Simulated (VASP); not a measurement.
Runs of VASP 6.6.1 on NiO. The structure is that of space group Fm-3m (No. 225), or close to it. The cells are those of the table. 

```tsv
cell	gap on the mesh (eV)	pressure (GPa)	moment (μB)
a = 2.889 Å, angles 60.0°, 2 atoms	none	18.7	1.49
a = 3.040 Å, angles 60.0°, 2 atoms	none	-9.1	1.89
a = 2.921 Å, angles 60.0°, 2 atoms	none	11.3	(b)
a = 2.981 Å, angles 60.0°, 2 atoms	none	(a)	1.77
```

Alike in all rows: task single point; level PBE; potentials or basis VASP PAW PBE potentials, release 64 (Ni, O); spin collinear, ferromagnetic start; k mesh 18 × 18 × 18; cutoff (eV) 520; smearing gaussian 0.1 eV.

**Question.** Estimate the missing entries.

**Answer.** (a) -0.4; (b) 1.59.

Caveats: a cell with one magnetic atom can't hold antiferromagnetic order, which such compounds often take; semilocal functionals often make such compounds metallic where correlation or magnetic order opens a gap, which also shifts bond lengths.

A gap of «none» marks levels without a gap at the run's occupations.
